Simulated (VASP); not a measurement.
A run of VASP 6.6.1:

INCAR

```
SYSTEM = Si4N
PREC = Accurate
ENCUT = 520
EDIFF = 1E-6
ISMEAR = 0
SIGMA = 0.1
LREAL = .FALSE.
LASPH = .TRUE.
NELM = 100
ALGO = Normal
ISIF = 2
LWAVE = .FALSE.
LCHARG = .FALSE.
GGA = PE
NBANDS = 18
```

File KPOINTS:

```
Automatic mesh
0
G
  4 4 4
  0 0 0
```

Contents of POSCAR:

```
Si4N
1.0
   -2.6677008373      2.6677008373      2.6677008373
    2.6677008373     -2.6677008373      2.6677008373
    2.6677008373      2.6677008373     -2.6677008373
Si N
4 1
Direct
    0.0000000000      0.5939813735      0.0000000000
    0.4060186265      0.4060186265      0.4060186265
    0.0000000000      0.0000000000      0.5939813735
    0.5939813735      0.0000000000      0.0000000000
    0.0000000000      0.0000000000      0.0000000000
```

Potentials or basis: VASP PAW PBE potentials, release 64 (Si, N).

The run is started by

```sh
$ cat potpaw_PBE.64/Si/POTCAR potpaw_PBE.64/N/POTCAR > POTCAR
$ mpirun -np 1 vasp_std > vasp.out
```

Hardware: 1 thread of AMD EPYC 9R45 96-Core Processor (Zen 5), with other jobs on the host.

**Question.** Estimate the wall time of this run.

**Answer.** It took 10 s on 1 thread of AMD EPYC 9R45 96-Core Processor (Zen 5), on a shared host, peak memory 0.16 GiB. Counts: scf iterations 13, k points 8.
